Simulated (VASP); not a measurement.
A run of VASP 6.6.1 is set up as follows.

File POSCAR:

```
CdGe2Te4
1.0
    0.0000000000      5.9821860000      0.0000000000
    5.9821860000      0.0000000000      0.0000000000
    2.9910930000      2.9910930000     -5.9778470000
Cd Ge Te
1 2 4
Direct
    0.0000000000      0.0000000000      0.0000000000
    0.5000000000      0.5000000000      0.0000000000
    0.7500000000      0.2500000000      0.5000000000
    0.3700000000      0.3900000000      0.7400000000
    0.6100000000      0.1100000000      0.2600000000
    0.8900000000      0.8700000000      0.7400000000
    0.1300000000      0.6300000000      0.2600000000
```

The input INCAR.step1:

```
ALGO = Normal ; EDIFF = 1E-4
ENCUT = 520 ; GGA = PE
ISMEAR = 0 ; LASPH = T
LCHARG = F ; LREAL = F
LWAVE = T ; NBANDS = 41
NELM = 80 ; PREC = Accurate
SIGMA = 0.2849
```

The input INCAR.step2:

```
ALGO = Normal ; EDIFF = 1E-6
ENCUT = 520 ; ISIF = 2
ISMEAR = 0 ; ISTART = 1
LASPH = T ; LCHARG = T
LELF = T ; LMIXTAU = T
LREAL = F ; LVHAR = T
LWAVE = F ; METAGGA = R2SCAN
NBANDS = 41 ; NELM = 80
PREC = Accurate ; SIGMA = 0.2849
```

File KPOINTS:

```
k-points
0
Gamma
  6 6 6
```

Potentials or basis: VASP PAW PBE potentials, release 64 (Cd, Ge_d, Te).

Command:

```sh
$ cat potpaw_PBE.64/Cd/POTCAR potpaw_PBE.64/Ge_d/POTCAR potpaw_PBE.64/Te/POTCAR > POTCAR
$ cp INCAR.step1 INCAR
$ mpirun -np 1 vasp_std > vasp.out
$ cp INCAR.step2 INCAR
$ mpirun -np 1 vasp_std > vasp.out
```

Q: What does it give for the pressure?

A: 8.8 GPa.

Q: What does it give for the largest force?

A: 1.529 eV/Å.

Q: What does it give for the band gap on the k mesh?

A: Zero (band 32 reaches 5.59 eV, above the bottom of band 33 at 4.70 eV).

Forces in eV/Å, atoms in the order of the input:
```
Cd   0.000  0.000  0.000
Ge   0.000  0.000  0.000
Ge   0.000  0.000  0.000
Te   1.034 -0.100  1.122
Te  -0.100 -1.034 -1.122
Te  -1.034  0.100  1.122
Te   0.100  1.034 -1.122
```

Caveat: the PAW data sets were made with another functional, which shifts forces and pressure a little; spin-orbit coupling is left out, which moves the levels of the heavy elements.
